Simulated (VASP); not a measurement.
# SrTiO3 in VASP: notebook, part 2 of 2

VASP 6.6.1. The steps go on from the part before.

## 3. Single point, r2SCAN+U

Contents of POSCAR:

```
SrTiO3
1.0
    3.9177112476      0.0000000000      0.0000000000
    0.0000000000      3.9177112476      0.0000000000
    0.0587656687      0.0000000000      3.9177112476
Sr Ti O
1 1 3
Direct
    0.0000000000      0.0000000000      0.0000000000
    0.5000000000      0.5000000000      0.5000000000
    0.5000000000      0.0000000000      0.5000000000
    0.5000000000      0.5000000000      0.0000000000
    0.0000000000      0.5000000000      0.5000000000
```

Contents of INCAR.step1:

```
  PREC = Accurate
  ENCUT = 520
  ISMEAR = 0
  SIGMA = 0.02
  LREAL = False
  LASPH = True
  NELM = 150
  LMAXMIX = 4
  LDAU = True
  LDAUTYPE = 2
  LDAUL = -1 2 -1
  LDAUU = 0 4 0
  LDAUJ = 0 0 0
  NBANDS = 28
  GGA = PE
  ALGO = Normal
  EDIFF = 1E-4
  LWAVE = True
  LCHARG = False
```

Contents of INCAR.step2:

```
  PREC = Accurate
  ENCUT = 520
  EDIFF = 1E-7
  ISMEAR = 0
  SIGMA = 0.02
  LREAL = False
  LASPH = True
  NELM = 150
  ALGO = Normal
  ISIF = 2
  LWAVE = False
  LCHARG = False
  LMAXMIX = 4
  LDAU = True
  LDAUTYPE = 2
  LDAUL = -1 2 -1
  LDAUU = 0 4 0
  LDAUJ = 0 0 0
  LDAUPRINT = 1
  METAGGA = R2SCAN
  LMIXTAU = True
  NBANDS = 28
  ISTART = 1
```

Contents of KPOINTS:

```
Automatic mesh
0
Gamma
  6 6 6
```

Potentials or basis: VASP PAW PBE potentials, release 64 (Sr_sv, Ti_sv, O).

Started as:

```sh
> cat potpaw_PBE.64/Sr_sv/POTCAR potpaw_PBE.64/Ti_sv/POTCAR potpaw_PBE.64/O/POTCAR > POTCAR
> cp INCAR.step1 INCAR
> mpirun -np 1 vasp_std > vasp.out
> cp INCAR.step2 INCAR
> mpirun -np 1 vasp_std > vasp.out
```

OUTCAR:

```text
PREC = Accurate
   ENCUT = 520
   EDIFF = 1E-7
   ISMEAR = 0
   LREAL = False
   LASPH = True
   NELM = 150
   ISIF = 2
   METAGGA = R2SCAN
   ISTART = 1

 ion  position               nearest neighbor table
   1  0.000  0.000  0.000-   3 2.75   3 2.75   4 2.77   4 2.77   4 2.77   4 2.77   5 2.77   5 2.77
                             5 2.77   5 2.77   3 2.79   3 2.79   2 3.38   2 3.38   2 3.38   2 3.38
   2  0.500  0.500  0.500-   3 1.96   5 1.96   3 1.96   5 1.96   4 1.96   4 1.96   1 3.38   1 3.38
                             1 3.38   1 3.38   1 3.41   1 3.41   1 3.41   1 3.41
   3  0.500  0.000  0.500-   2 1.96   2 1.96   1 2.75   1 2.75   1 2.79   1 2.79
   4  0.500  0.500  0.000-   2 1.96   2 1.96   1 2.77   1 2.77   1 2.77   1 2.77
   5  0.000  0.500  0.500-   2 1.96   2 1.96   1 2.77   1 2.77   1 2.77   1 2.77

  LATTYP: Found a simple monoclinic cell.
 ALAT       =     3.9177112476
 B/A-ratio  =     1.0000000000
 C/A-ratio  =     1.0001124937
 COS(beta)  =    -0.0149983128

  Lattice vectors:

 A1 = (   3.9177112476,   0.0000000000,   0.0000000000)
 A2 = (   0.0000000000,  -3.9177112476,   0.0000000000)
 A3 = (  -0.0587656687,   0.0000000000,  -3.9177112476)

Analysis of symmetry for initial positions (statically):
=====================================================================
 Subroutine PRICEL returns:
 Original cell was already a primitive cell.

 Routine SETGRP: Setting up the symmetry group for a
 simple monoclinic supercell.

 Subroutine GETGRP returns: Found  4 space group operations
 (whereof  4 operations were pure point group operations)
 out of a pool of  4 trial point group operations.

The static configuration has the point symmetry C_2h.

[... 187 lines left out ...]
  o =  0.0948  v =  0.0000  0.0000  0.0000  0.0000  0.0000 -0.7366  0.6763  0.0000  0.0000  0.0000      0.0000  0.0000  0.0000  0.0000  0.0000  0.0000  0.0000  0.0000  0.0000  0.0000
  o =  0.0948  v = -0.7366  0.6763  0.0000  0.0000  0.0000  0.0000  0.0000  0.0000  0.0000  0.0000      0.0000  0.0000  0.0000  0.0000  0.0000  0.0000  0.0000  0.0000  0.0000  0.0000
  o =  0.2489  v =  0.0000  0.0000  0.9906  0.0167  0.1361  0.0000  0.0000  0.0000  0.0000  0.0000      0.0000  0.0000  0.0000  0.0000  0.0000  0.0000  0.0000  0.0000  0.0000  0.0000
  o =  0.2489  v =  0.0000  0.0000  0.0000  0.0000  0.0000  0.0000  0.0000  0.9906  0.0167  0.1361      0.0000  0.0000  0.0000  0.0000  0.0000  0.0000  0.0000  0.0000  0.0000  0.0000
  o =  0.2490  v =  0.0000  0.0000  0.0000  0.0000  0.0000  0.0000  0.0000 -0.1361 -0.0030  0.9907      0.0000  0.0000  0.0000  0.0000  0.0000  0.0000  0.0000  0.0000  0.0000  0.0000
  o =  0.2490  v =  0.0000  0.0000 -0.1361 -0.0030  0.9907  0.0000  0.0000  0.0000  0.0000  0.0000      0.0000  0.0000  0.0000  0.0000  0.0000  0.0000  0.0000  0.0000  0.0000  0.0000

 number of electron      39.9999999 magnetization

 Free energy of the ion-electron system (eV)
  ---------------------------------------------------
  ext. energy  EPLUGINS =         0.00000000
  ---------------------------------------------------
  free energy    TOTEN  =       -60.69573301 eV

  energy without entropy =      -60.69573301  energy(sigma->0) =      -60.69573301

 E-fermi :   4.0669     XC(G=0): -11.8844

 val. band max:        3.9104817468   @ k =   0.5000   0.5000   0.5000
 cond. band min:       6.7081771456   @ k =   0.0000   0.0000   0.0000
 fundamental gap:      2.7976953988
 Fermi energy:         4.0668621857

 k-point     1 :       0.0000    0.0000    0.0000
  band No.  band energies     occupation
      1     -55.8215      2.00000
      2     -30.9681      2.00000
      3     -30.9615      2.00000
      4     -30.9543      2.00000
      5     -29.9980      2.00000
      6     -14.5430      2.00000
[... 733 lines left out ...]
     27      11.0619      0.00000
     28      12.0207      0.00000

 [... further k-points ...]

------------------------ aborting loop because EDIFF is reached ----------------------------------------

  FORCE on cell =-STRESS in cart. coord.  units (eV):
  Direction    XX          YY          ZZ          XY          YZ          ZX
  --------------------------------------------------------------------------------------
  -------------------------------------------------------------------------------------
  Total        1.1964520      1.2009540      1.2055434      0.0000000      0.0000000     -0.6842946
  in kB       31.8792876     31.9992420     32.1215253      0.0000000      0.0000000    -18.2329282
  external PRESSURE =      32.0000183 kB  Pullay stress =       0.0000000 kB

 VOLUME and BASIS-vectors are now :
 -----------------------------------------------------------------------------
  energy-cutoff  :      520.00
  volume of cell :       60.13
      direct lattice vectors                 reciprocal lattice vectors
     3.917711248  0.000000000  0.000000000     0.255251073  0.000000000 -0.003828766
     0.000000000  3.917711248  0.000000000     0.000000000  0.255251073  0.000000000
     0.058765669  0.000000000  3.917711248     0.000000000  0.000000000  0.255251073

 POSITION                                       TOTAL-FORCE (eV/Angst)
 -----------------------------------------------------------------------------------
      0.00000      0.00000      0.00000        -0.000000      0.000000      0.000000
      1.98824      1.95886      1.95886         0.000000      0.000000      0.000000
      1.98824      0.00000      1.95886        -0.000000      0.000000      0.000000
      1.95886      1.95886      0.00000        -0.000000      0.000000      0.000000
      0.02938      1.95886      1.95886         0.000000      0.000000      0.000000
 -----------------------------------------------------------------------------------
    total drift:                                0.000000      0.000000     -0.000000

  FREE ENERGIE OF THE ION-ELECTRON SYSTEM (eV)
  ---------------------------------------------------
  free  energy   TOTEN  =       -60.6957330112 eV

  energy  without entropy=      -60.6957330112  energy(sigma->0) =      -60.69573301
```

OUTCAR.step1:

```text
PREC = Accurate
   ENCUT = 520
   ISMEAR = 0
   LREAL = False
   LASPH = True
[... 985 lines left out ...]
      1.98824      1.95886      1.95886         0.000000      0.000000      0.000000
      1.98824      0.00000      1.95886        -0.000000      0.000000      0.000000
      1.95886      1.95886      0.00000        -0.000000      0.000000      0.000000
      0.02938      1.95886      1.95886        -0.000000      0.000000      0.000000
 -----------------------------------------------------------------------------------
    total drift:                                0.000000      0.000000     -0.000000

  FREE ENERGIE OF THE ION-ELECTRON SYSTEM (eV)
  ---------------------------------------------------
  free  energy   TOTEN  =       -37.3572554741 eV

  energy  without entropy=      -37.3572554741  energy(sigma->0) =      -37.35725547
```

OSZICAR.step1:

```text
N       E                     dE             d eps       ncg     rms          rms(c)
DAV:   1     0.440681844926E+03    0.44068E+03   -0.21442E+04  4480   0.159E+03
DAV:   2    -0.280342327660E+01   -0.44349E+03   -0.42333E+03  5180   0.440E+02
DAV:   3    -0.464415511217E+02   -0.43638E+02   -0.43319E+02  6128   0.135E+02
DAV:   4    -0.485743555494E+02   -0.21328E+01   -0.21283E+01  6864   0.254E+01
DAV:   5    -0.486306162076E+02   -0.56261E-01   -0.56246E-01  6288   0.343E+00    0.266E+01
DAV:   6    -0.370989658590E+02    0.11532E+02   -0.54261E+01  6704   0.654E+01    0.145E+01
DAV:   7    -0.373603266137E+02   -0.26136E+00   -0.60019E+00  5772   0.144E+01    0.103E+01
DAV:   8    -0.374391207279E+02   -0.78794E-01   -0.16561E+00  5412   0.113E+01    0.342E+00
DAV:   9    -0.373645970905E+02    0.74524E-01   -0.24656E-01  5400   0.498E+00    0.108E+00
DAV:  10    -0.373612784247E+02    0.33187E-02   -0.12422E-01  5392   0.220E+00    0.564E-01
DAV:  11    -0.373574294238E+02    0.38490E-02   -0.24418E-02  6428   0.131E+00    0.190E-01
DAV:  12    -0.373572249582E+02    0.20447E-03   -0.15854E-03  5192   0.423E-01    0.941E-02
DAV:  13    -0.373572554741E+02   -0.30516E-04   -0.15142E-04  4344   0.932E-02
   1 F= -.37357255E+02 E0= -.37357255E+02  d E =-.194533E-16
```

Wall time 10 min (1 thread of Oxide Virtual Turin-like, shared host); peak memory 0.24 GiB.

Results:

| Item | Value |
| --- | --- |
| Free energy | -60.6957 eV |
| Pressure | 3.2 GPa |
| Band gap on the k mesh | 2.80 eV, indirect (least direct gap 3.21 eV) |

Eigenvalues of the final occupation matrices:
```tsv
site	spin	trace	eigenvalues
site 2 d	1	0.78	0.09 0.09 0.09 0.25 0.25
site 2 d	2	0.78	0.09 0.09 0.09 0.25 0.25
```

Caveat: the PAW data sets were made with another functional, which shifts forces and pressure a little. A k mesh can miss the band edges.
